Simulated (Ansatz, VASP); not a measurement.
## Two plane-wave programs on LiMgCl

```
Li Mg Cl
1.0
     5.15683    0.00000    0.00000
    -2.57841    4.46594    0.00000
     0.00000    0.00000    6.20426
Li Mg Cl
2 2 2
Cartesian
  0.0000 2.9773 5.9859
  2.5784 1.4886 2.8837
  0.0000 0.0000 1.1529
  0.0000 0.0000 4.2551
  2.5784 1.4886 0.6165
  0.0000 2.9773 3.7187
```

Alike in both runs: task relaxation of cell and atoms; functional PBE; k mesh 12 × 12 × 6; occupations gaussian, width 0.01 eV; no spin polarisation.

```csv
,VASP,Ansatz
version,VASP 6.6.1,Ansatz 0.2.0
potentials or method,"VASP PAW PBE potentials, release 64 (Li_sv, Mg, Cl), cutoff 600 eV","scalar-relativistic, plane waves, PAW"
valence electrons in the cell,24,40
```

|  | VASP | Ansatz | Ansatz less VASP |
| --- | --- | --- | --- |
| gap on the k mesh at the Fermi level, each at its own relaxed structure (eV) | 0.07 | 0.07 | 0.000 |
| relaxed volume (Å³/atom) | 24.22 | 24.27 | +0.044 |
| relaxed length of the cell vector where the two differ most in proportion (Å) | 5.208 | 5.215 | +0.0070 |

VASP's potentials hold 24 valence electrons a cell and Ansatz's 40, so a difference there can come from the potentials and not from the codes.

Noted on VASP's run: the cutoff is under 1.25 times that of the potentials, so the pressure is a little rough.
